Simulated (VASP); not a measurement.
# SrLi26H27 (a cell with a defect) in VASP: electric field gradients with PBE

Aim: the electric field gradients of SrLi26H27 (a cell with a defect) with PBE.

Program: VASP 6.6.1. These are calculated values, not measurements. Logs are shortened: lines on timing, memory, paths and dates and some standing lists are left out, and cuts for length are marked.

### 1 The cell of the first run

The cell holds a defect, 54 atoms: a = 8.641 Å, b = 8.641 Å, c = 8.641 Å, α = 60.00°, β = 60.00°, γ = 60.00°.

### 2 Electric field gradients, PBE

Contents of INCAR:

```
PREC     = Accurate       # precision mode
ENCUT    = 520            # plane-wave cutoff, eV
EDIFF    = 1E-8           # SCF threshold, eV
ISMEAR   = -1             # smearing method
SIGMA    = 0.01           # smearing width, eV
LREAL    = Auto         
LASPH    = T              # aspherical terms in the spheres
NELM     = 60             # most SCF steps
ALGO     = Normal         # electronic algorithm
ISIF     = 2              # what is computed and relaxed
LWAVE    = F              # write WAVECAR
LCHARG   = F              # write CHGCAR
GGA      = PE             # functional
LEFG     = T            
NELECT   = 114.0        
NBANDS   = 90             # bands
```

Contents of KPOINTS:

```
regular mesh
0
Gamma
  3 3 3
```

Contents of POSCAR:

```
SrLi26H27
1.0
    0.0000000000      6.1102500000      6.1102500000
    6.1102500000      0.0000000000      6.1102500000
    6.1102500000      6.1102500000      0.0000000000
Sr Li H
1 26 27
Direct
    0.0000000000      0.0000000000      0.0000000000
    0.0000000000      0.0000000000      0.3333333333
    0.0000000000      0.0000000000      0.6666666667
    0.0000000000      0.3333333333      0.0000000000
    0.0000000000      0.3333333333      0.3333333333
    0.0000000000      0.3333333333      0.6666666667
    0.0000000000      0.6666666667      0.0000000000
    0.0000000000      0.6666666667      0.3333333333
    0.0000000000      0.6666666667      0.6666666667
    0.3333333333      0.0000000000      0.0000000000
    0.3333333333      0.0000000000      0.3333333333
    0.3333333333      0.0000000000      0.6666666667
    0.3333333333      0.3333333333      0.0000000000
    0.3333333333      0.3333333333      0.3333333333
    0.3333333333      0.3333333333      0.6666666667
    0.3333333333      0.6666666667      0.0000000000
    0.3333333333      0.6666666667      0.3333333333
    0.3333333333      0.6666666667      0.6666666667
    0.6666666667      0.0000000000      0.0000000000
    0.6666666667      0.0000000000      0.3333333333
    0.6666666667      0.0000000000      0.6666666667
    0.6666666667      0.3333333333      0.0000000000
    0.6666666667      0.3333333333      0.3333333333
    0.6666666667      0.3333333333      0.6666666667
    0.6666666667      0.6666666667      0.0000000000
    0.6666666667      0.6666666667      0.3333333333
    0.6666666667      0.6666666667      0.6666666667
    0.1666666667      0.1666666667      0.1666666667
    0.1666666667      0.1666666667      0.5000000000
    0.1666666667      0.1666666667      0.8333333333
    0.1666666667      0.5000000000      0.1666666667
    0.1666666667      0.5000000000      0.5000000000
    0.1666666667      0.5000000000      0.8333333333
    0.1666666667      0.8333333333      0.1666666667
    0.1666666667      0.8333333333      0.5000000000
    0.1666666667      0.8333333333      0.8333333333
    0.5000000000      0.1666666667      0.1666666667
    0.5000000000      0.1666666667      0.5000000000
    0.5000000000      0.1666666667      0.8333333333
    0.5000000000      0.5000000000      0.1666666667
    0.5000000000      0.5000000000      0.5000000000
    0.5000000000      0.5000000000      0.8333333333
    0.5000000000      0.8333333333      0.1666666667
    0.5000000000      0.8333333333      0.5000000000
    0.5000000000      0.8333333333      0.8333333333
    0.8333333333      0.1666666667      0.1666666667
    0.8333333333      0.1666666667      0.5000000000
    0.8333333333      0.1666666667      0.8333333333
    0.8333333333      0.5000000000      0.1666666667
    0.8333333333      0.5000000000      0.5000000000
    0.8333333333      0.5000000000      0.8333333333
    0.8333333333      0.8333333333      0.1666666667
    0.8333333333      0.8333333333      0.5000000000
    0.8333333333      0.8333333333      0.8333333333
```

Potentials or basis: VASP PAW PBE potentials, release 64 (Sr_sv, Li_sv, H).

Command:

```sh
$ cat potpaw_PBE.64/Sr_sv/POTCAR potpaw_PBE.64/Li_sv/POTCAR potpaw_PBE.64/H/POTCAR > POTCAR
$ mpirun -np 1 vasp_std > vasp.out
```

OUTCAR:

```text
PREC = Accurate
   ENCUT = 520
   EDIFF = 1E-8
   ISMEAR = -1
   LREAL = Auto
   LASPH = T
   NELM = 60
   ISIF = 2
   GGA = PE
   NELECT = 114.0

 ion  position               nearest neighbor table
   1  0.000  0.000  0.000-  30 2.04  34 2.04  36 2.04  46 2.04  48 2.04  52 2.04  10 2.88  12 2.88
                            16 2.88  19 2.88  20 2.88  22 2.88   2 2.88   3 2.88   4 2.88   6 2.88
   2  0.000  0.000  0.333-   1 2.88
   3  0.000  0.000  0.667-   1 2.88
   4  0.000  0.333  0.000-   1 2.88
   5  0.000  0.333  0.333-
   6  0.000  0.333  0.667-   1 2.88
   7  0.000  0.667  0.000-   1 2.88
   8  0.000  0.667  0.333-   1 2.88
   9  0.000  0.667  0.667-
  10  0.333  0.000  0.000-   1 2.88
  11  0.333  0.000  0.333-
  12  0.333  0.000  0.667-   1 2.88
  13  0.333  0.333  0.000-
  14  0.333  0.333  0.333-
  15  0.333  0.333  0.667-
  16  0.333  0.667  0.000-   1 2.88
  17  0.333  0.667  0.333-
  18  0.333  0.667  0.667-
[... 22 lines left out ...]
  41  0.500  0.500  0.500-
  42  0.500  0.500  0.833-
  43  0.500  0.833  0.167-
  44  0.500  0.833  0.500-
  45  0.500  0.833  0.833-
  46  0.833  0.167  0.167-   1 2.04
  47  0.833  0.167  0.500-
  48  0.833  0.167  0.833-   1 2.04
  49  0.833  0.500  0.167-
  50  0.833  0.500  0.500-
  51  0.833  0.500  0.833-
  52  0.833  0.833  0.167-   1 2.04
  53  0.833  0.833  0.500-
  54  0.833  0.833  0.833-

  LATTYP: Found a face centered cubic cell.
 ALAT       =    12.2205000000

  Lattice vectors:

 A1 = (   0.0000000000,   6.1102500000,   6.1102500000)
 A2 = (   6.1102500000,   0.0000000000,   6.1102500000)
 A3 = (   6.1102500000,   6.1102500000,   0.0000000000)

Analysis of symmetry for initial positions (statically):
=====================================================================
 Subroutine PRICEL returns:
 Original cell was already a primitive cell.

 Routine SETGRP: Setting up the symmetry group for a
 face centered cubic supercell.

 Subroutine GETGRP returns: Found 48 space group operations
 (whereof 48 operations were pure point group operations)
 out of a pool of 48 trial point group operations.

The static configuration has the point symmetry O_h .

Analysis of symmetry for dynamics (positions and initial velocities):
=====================================================================
 Subroutine PRICEL returns:
 Original cell was already a primitive cell.

 Routine SETGRP: Setting up the symmetry group for a
 face centered cubic supercell.

 Subroutine GETGRP returns: Found 48 space group operations
 (whereof 48 operations were pure point group operations)
 out of a pool of 48 trial point group operations.

The dynamic configuration has the point symmetry O_h .

 Subroutine INISYM returns: Found 48 space group operations
 (whereof 48 operations are pure point group operations),
 and found     1 'primitive' translations

----------------------------------------------------------------------------------------

                                     Primitive cell

  volume of cell :     456.2543

  direct lattice vectors                    reciprocal lattice vectors
     0.000000000  6.110250000  6.110250000    -0.081829712  0.081829712  0.081829712
     6.110250000  0.000000000  6.110250000     0.081829712 -0.081829712  0.081829712
[... 173 lines left out ...]
   NFREE  =      0    steps in history (QN), initial steepest desc. (CG)
   ISIF   =      2    stress and relaxation
   ISYM   =      2    0-nonsym 1-usesym 2-fastsym
   POTIM  = 0.5000    time-step for ionic-motion
   TEBEG  =    0.0;   TEEND  =   0.0 temperature during run
   PSTRESS=    0.0 pullay stress
   NELECT =     114.0000    total number of electrons
   NUPDOWN=      -1.0000    fix difference up-down
   EMIN   =  10.00;   EMAX   =-10.00  energy-range for DOS
   EFERMI =   0.00;   METHOD = LEGACY
   ISMEAR =    -1;   SIGMA  =   0.01  broadening in eV -4-tet -1-fermi 0-gaus
   EFERMI_NEDOS =   21; number of points for ismear=-14 and -15
   IALGO  =     38    algorithm
   IMIX   =      4    mixing-type and parameters
     AMIX     =   0.40;   BMIX     =  1.00
     AMIX_MAG =   1.60;   BMIX_MAG =  1.00
  volume/ion in A,a.u.               =       8.45        57.02
  Fermi-wavevector in a.u.,A,eV,Ry     =   1.031116  1.948526 14.465713  1.063200
  Thomas-Fermi vector in A             =   2.165248
   LORBIT       =      0    0 simple, 1 ext, 2 COOP (PROOUT), +10 PAW based schemes
   GGA     = PE    functional components
   LHFCALC =     F    Hartree Fock is set to
   AEXX    =    0.0000 exact exchange contribution
   IVDW    =     0    specifies the selected vdW correction
   LEPSILON=     F    determine dielectric tensor
   LRPA    =     F    only Hartree local field effects (RPA)
 non-spin polarized calculation
  energy-cutoff  :      520.00
  volume of cell :      456.25
 maximum number of plane-waves:     12339
   NGX = 33   NGY = 33   NGZ = 33

 number of electron     114.0000012 magnetization

 Free energy of the ion-electron system (eV)
  ---------------------------------------------------
  ext. energy  EPLUGINS =         0.00000000
  ---------------------------------------------------
  free energy    TOTEN  =      -163.50331213 eV

  energy without entropy =     -163.50331213  energy(sigma->0) =     -163.50331213

 E-fermi :   0.2819     XC(G=0):  -8.4767

 val. band max:        0.0084827917   @ k =  -0.3333   0.3333   0.0000
 cond. band min:       2.9441050988   @ k =   0.3333   0.3333   0.0000
 fundamental gap:      2.9356223071
 Fermi energy:         0.2818664212

 k-point     1 :       0.0000    0.0000    0.0000
  band No.  band energies     occupation
      1     -44.3329      2.00000
      2     -44.3190      2.00000
      3     -44.3190      2.00000
      4     -44.3190      2.00000
      5     -44.3186      2.00000
      6     -44.3186      2.00000
[... 277 lines left out ...]
     68       5.4523      0.00000
     69       5.6002      0.00000
 [bands above 69 left out]

------------------------ aborting loop because EDIFF is reached ----------------------------------------

  FORCE on cell =-STRESS in cart. coord.  units (eV):
  Direction    XX          YY          ZZ          XY          YZ          ZX
  --------------------------------------------------------------------------------------
  -------------------------------------------------------------------------------------
  Total        3.0369755      3.0369755      3.0369755     -0.0000000     -0.0000000      0.0000000
  in kB       10.6646089     10.6646089     10.6646089     -0.0000000     -0.0000000      0.0000000
  external PRESSURE =      10.6646089 kB  Pullay stress =       0.0000000 kB

 VOLUME and BASIS-vectors are now :
 -----------------------------------------------------------------------------
  energy-cutoff  :      520.00
  volume of cell :      456.25
      direct lattice vectors                 reciprocal lattice vectors
     0.000000000  6.110250000  6.110250000    -0.081829712  0.081829712  0.081829712
     6.110250000  0.000000000  6.110250000     0.081829712 -0.081829712  0.081829712
     6.110250000  6.110250000  0.000000000     0.081829712  0.081829712 -0.081829712

 POSITION                                       TOTAL-FORCE (eV/Angst)
 -----------------------------------------------------------------------------------
      0.00000      0.00000      0.00000         0.000000     -0.000000      0.000000
      2.03675      2.03675      0.00000         0.545524      0.545524      0.000000
      4.07350      4.07350      0.00000        -0.545524     -0.545524      0.000000
      2.03675      0.00000      2.03675         0.545524     -0.000000      0.545524
      4.07350      2.03675      2.03675         0.074313     -0.074313     -0.074313
      6.11025      4.07350      2.03675         0.000000     -0.545524      0.545524
[... 46 lines left out ...]
      8.14700      8.14700     10.18375        -0.146133     -0.146133      0.146133
     10.18375     10.18375     10.18375         0.146133      0.146133      0.146133
 -----------------------------------------------------------------------------------
    total drift:                                0.000000      0.000000      0.000000

  FREE ENERGIE OF THE ION-ELECTRON SYSTEM (eV)
  ---------------------------------------------------
  free  energy   TOTEN  =      -163.5033121328 eV

  energy  without entropy=     -163.5033121328  energy(sigma->0) =     -163.50331213

 Electric field gradients (V/A^2)
---------------------------------------------------------------------
 ion       V_xx      V_yy      V_zz      V_xy      V_xz      V_yz
---------------------------------------------------------------------
   1      -0.000    -0.000     0.000     0.001     0.001     0.001
   2       0.192     0.192    -0.383     0.607     0.004     0.004
   3       0.192     0.192    -0.383     0.607     0.004     0.004
   4       0.192    -0.383     0.192     0.004     0.607     0.004
   5      -0.003     0.002     0.002    -0.009    -0.009     0.014
   6      -0.390     0.195     0.195     0.006     0.006    -0.599
[... 46 lines left out ...]
  53      -0.000    -0.000     0.001     0.009    -0.010    -0.010
  54       0.000    -0.000    -0.000     0.009     0.009     0.009
---------------------------------------------------------------------

 Electric field gradients after diagonalization (V/A^2)
 (convention: |V_zz| > |V_xx| > |V_yy|)
----------------------------------------------------------------------
 ion       V_xx      V_yy      V_zz     asymmetry (V_yy - V_xx)/ V_zz
----------------------------------------------------------------------
   1      -0.001    -0.001     0.001       0.000
   2      -0.415    -0.383     0.798       0.040
   3      -0.415    -0.383     0.798       0.040
   4      -0.415    -0.383     0.798       0.040
   5      -0.012    -0.010     0.022       0.120
   6      -0.407    -0.386     0.794       0.026
[... 46 lines left out ...]
  53      -0.010    -0.009     0.019       0.037
  54      -0.009    -0.009     0.017       0.000
----------------------------------------------------------------------

           NMR quadrupolar parameters

 Cq : quadrupolar parameter    Cq=e*Q*V_zz/h
 eta: asymmetry parameters     (V_yy - V_xx)/ V_zz
 Q  : nuclear electric quadrupole moment in mb (millibarn)
----------------------------------------------------------------------
 ion       Cq(MHz)       eta       Q (mb)
----------------------------------------------------------------------
   1       0.000       0.000       1.000
   2       0.002       0.040       1.000
   3       0.002       0.040       1.000
   4       0.002       0.040       1.000
   5       0.000       0.120       1.000
   6       0.002       0.026       1.000
[... 46 lines left out ...]
  53       0.000       0.037       1.000
  54       0.000       0.000       1.000
----------------------------------------------------------------------
```

Run time: 4.4 min. Hardware: 1 thread of Intel Xeon Platinum 8488C (Sapphire Rapids), shared host; peak memory 0.6 GiB.

Results:

* Free energy: -163.5033 eV
* Largest force: 1.689 eV/Å

Forces on the atoms (eV/Å):
```
Sr   0.000  0.000  0.000
Li   0.546  0.546  0.000
Li  -0.546 -0.546  0.000
Li   0.546  0.000  0.546
Li   0.074 -0.074 -0.074
Li   0.000 -0.546  0.546
Li  -0.546  0.000 -0.546
Li   0.000  0.546 -0.546
Li  -0.074  0.074  0.074
Li   0.000  0.546  0.546
Li  -0.074  0.074 -0.074
Li  -0.546  0.000  0.546
Li  -0.074 -0.074  0.074
Li   0.074  0.074  0.074
Li   0.000  0.000  0.112
Li  -0.546  0.546  0.000
Li   0.000  0.112  0.000
Li  -0.112  0.000  0.000
Li   0.000 -0.546 -0.546
Li   0.546  0.000 -0.546
Li   0.074 -0.074  0.074
Li   0.546 -0.546  0.000
Li   0.112  0.000  0.000
Li   0.000 -0.112  0.000
Li   0.074  0.074 -0.074
Li   0.000  0.000 -0.112
Li  -0.074 -0.074 -0.074
H   -0.146 -0.146 -0.146
H    0.146  0.146 -0.146
H    0.000  0.000  1.689
H    0.146 -0.146  0.146
H    0.000 -0.048 -0.048
H    0.048  0.000 -0.048
H    0.000  1.689  0.000
H    0.048 -0.048  0.000
H   -1.689  0.000  0.000
H   -0.146  0.146  0.146
H   -0.048  0.000 -0.048
H    0.000  0.048 -0.048
H   -0.048 -0.048  0.000
H    0.000  0.000  0.000
H    0.048  0.048  0.000
H    0.000 -0.048  0.048
H    0.048  0.000  0.048
H    0.146 -0.146 -0.146
H    1.689  0.000  0.000
H   -0.048  0.048  0.000
H    0.000 -1.689  0.000
H   -0.048  0.000  0.048
H    0.000  0.048  0.048
H   -0.146  0.146 -0.146
H    0.000  0.000 -1.689
H   -0.146 -0.146  0.146
H    0.146  0.146  0.146
```

Levels at points of the mesh, in eV from the Fermi level:
```
           k point  band 55  band 56  band 57  band 58  band 59  band 60
(0.00, 0.00, 0.00)    -0.96    -0.96    -0.94     3.12     3.12     3.12
```

Electric field gradients, principal values (V/Å²):
| atom | least | middle | greatest (by size) |
| --- | --- | --- | --- |
| 1 Sr | -0.001 | -0.001 | 0.001 |
| 2 Li | -0.383 | -0.415 | 0.798 |
| 3 Li | -0.383 | -0.415 | 0.798 |
| 4 Li | -0.383 | -0.415 | 0.798 |
| 5 Li | -0.010 | -0.012 | 0.022 |
| 6 Li | -0.386 | -0.407 | 0.794 |
| 7 Li | -0.383 | -0.415 | 0.798 |
| 8 Li | -0.386 | -0.407 | 0.794 |
| 9 Li | -0.010 | -0.012 | 0.022 |
| 10 Li | -0.383 | -0.415 | 0.798 |
| 11 Li | -0.010 | -0.012 | 0.022 |
| 12 Li | -0.386 | -0.407 | 0.794 |
| 13 Li | -0.010 | -0.012 | 0.022 |
| 14 Li | -0.016 | -0.016 | 0.032 |
| 15 Li | -0.064 | -0.069 | 0.133 |
| 16 Li | -0.386 | -0.407 | 0.794 |
| 17 Li | -0.064 | -0.069 | 0.133 |
| 18 Li | -0.064 | -0.069 | 0.133 |
| 19 Li | -0.383 | -0.415 | 0.798 |
| 20 Li | -0.386 | -0.407 | 0.794 |
| 21 Li | -0.010 | -0.012 | 0.022 |
| 22 Li | -0.386 | -0.407 | 0.794 |
| 23 Li | -0.064 | -0.069 | 0.133 |
| 24 Li | -0.064 | -0.069 | 0.133 |
| 25 Li | -0.010 | -0.012 | 0.022 |
| 26 Li | -0.064 | -0.069 | 0.133 |
| 27 Li | -0.016 | -0.016 | 0.032 |
| 28 H | -0.009 | -0.009 | 0.017 |
| 29 H | -0.009 | -0.010 | 0.019 |
| 30 H | -1.884 | -1.885 | 3.769 |
| 31 H | -0.009 | -0.010 | 0.019 |
| 32 H | -0.011 | -0.042 | 0.053 |
| 33 H | -0.010 | -0.041 | 0.051 |
| 34 H | -1.884 | -1.885 | 3.769 |
| 35 H | -0.010 | -0.041 | 0.051 |
| 36 H | -1.884 | -1.885 | 3.769 |
| 37 H | -0.009 | -0.010 | 0.019 |
| 38 H | -0.011 | -0.042 | 0.053 |
| 39 H | -0.010 | -0.041 | 0.051 |
| 40 H | -0.011 | -0.042 | 0.053 |
| 41 H | 0.001 | 0.001 | -0.003 |
| 42 H | -0.011 | -0.042 | 0.053 |
| 43 H | -0.010 | -0.041 | 0.051 |
| 44 H | -0.011 | -0.042 | 0.053 |
| 45 H | -0.009 | -0.010 | 0.019 |
| 46 H | -1.884 | -1.885 | 3.769 |
| 47 H | -0.010 | -0.041 | 0.051 |
| 48 H | -1.884 | -1.885 | 3.769 |
| 49 H | -0.010 | -0.041 | 0.051 |
| 50 H | -0.011 | -0.042 | 0.053 |
| 51 H | -0.009 | -0.010 | 0.019 |
| 52 H | -1.884 | -1.885 | 3.769 |
| 53 H | -0.009 | -0.010 | 0.019 |
| 54 H | -0.009 | -0.009 | 0.017 |

Caveat: the cell carries a net charge on a neutralising background, which shifts energy and pressure; the cell is charged against a uniform background, so pressure and absolute levels hang on convention; the cutoff is under 1.25 times the usual one of these potentials, so pressure, stress and relaxed cells hold a basis-set (Pulay) error; without QUAD_EFG the Cq values of the log hold for a quadrupole moment of 1 mb, not for the nuclei.
